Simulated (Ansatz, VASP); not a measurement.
## SnTe: VASP beside Ansatz

```
Sn Te
1.0
     0.00000    3.28501    3.28501
     3.28501    0.00000    3.28501
     3.28501    3.28501    0.00000
Sn Te
1 1
Direct
  0.00000 0.00000 0.00000
  0.50000 0.50000 0.50000
```

Change from the starting cell: hydrostatic strain +3.0%.

Alike in both runs: task single point; functional HSE06; k mesh 6 × 6 × 6; no spin polarisation.

```csv
,VASP,Ansatz
version,VASP 6.6.1,Ansatz 0.2.0
potentials or method,"VASP PAW PBE potentials, release 64 (Sn_d, Te)","plane waves, PAW"
plane-wave cutoff (eV),520,420
occupations,"gaussian, width 0.01 eV",fixed
valence electrons in the cell,20,30
```

Ansatz gave:

| Property | Result |
| --- | --- |
| gap on the k mesh at the Fermi level (eV) | 0.53 |
| pressure (GPa) | -3.5 |

Q: Estimate VASP's values.

A: gap on the k mesh at the Fermi level (eV): 0.49; pressure (GPa): -3.6.

VASP's potentials hold 20 valence electrons a cell and Ansatz's 30, so a difference there can come from the potentials and not from the codes. Ansatz's warnings: stress exchange threshold loose, stress scf threshold loose.

Neither program's run includes spin-orbit coupling.
